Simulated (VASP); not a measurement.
# Pt: single point with PBEsol

The system is Pt.

```
CELL_PARAMETERS angstrom
2.72517 0.00000 0.00000
-1.36258 2.36007 0.00000
0.00000 0.00000 4.70681
ATOMIC_POSITIONS crystal
Pt 0.66667 0.33333 0.75000
Pt 0.33333 0.66667 0.25000
```

| Item | Value |
| --- | --- |
| Program | VASP 6.6.1 |
| Task | single point |
| Functional | PBEsol |
| Potentials or basis | VASP PAW PBE potentials, release 64 (Pt) |
| Cutoff | 520 eV |
| k mesh | 30 × 30 × 14 |
| Occupations | gaussian, width 0.15 eV |
| Spin | no spin polarisation |

The pressure is -0.3 GPa and the band gap on the k mesh is zero (band 10 reaches 11.53 eV, above the bottom of band 11 at 10.15 eV).

Stress tensor (GPa, compression positive):
```
 0.10  0.00  0.00
 0.00  0.10  0.00
 0.00  0.00 -0.98
```

Levels at points of the mesh, in eV from the Fermi level:
| k point | band 8 | band 9 | band 10 | band 11 | band 12 | band 13 |
| --- | --- | --- | --- | --- | --- | --- |
| (0.00, 0.00, 0.00) | -1.96 | -1.96 | -0.95 | -0.23 | -0.23 | 4.99 |
| (0.50, 0.00, 0.00) | 0.04 | 0.31 | 0.53 | 2.32 | 3.84 | 7.44 |
| (0.00, 0.00, 0.50) | -3.66 | -0.85 | -0.85 | -0.85 | -0.85 | 12.27 |
| (0.50, 0.00, 0.50) | -0.97 | 0.43 | 0.43 | 1.65 | 1.65 | 6.73 |

It took 3.3 min on 1 thread of Intel Xeon 6975P-C, with other jobs on the host, peak memory 0.4 GiB.

Caveat: the PAW data sets were made with another functional, which shifts forces and pressure a little; spin-orbit coupling is left out, which moves the levels of the heavy elements.
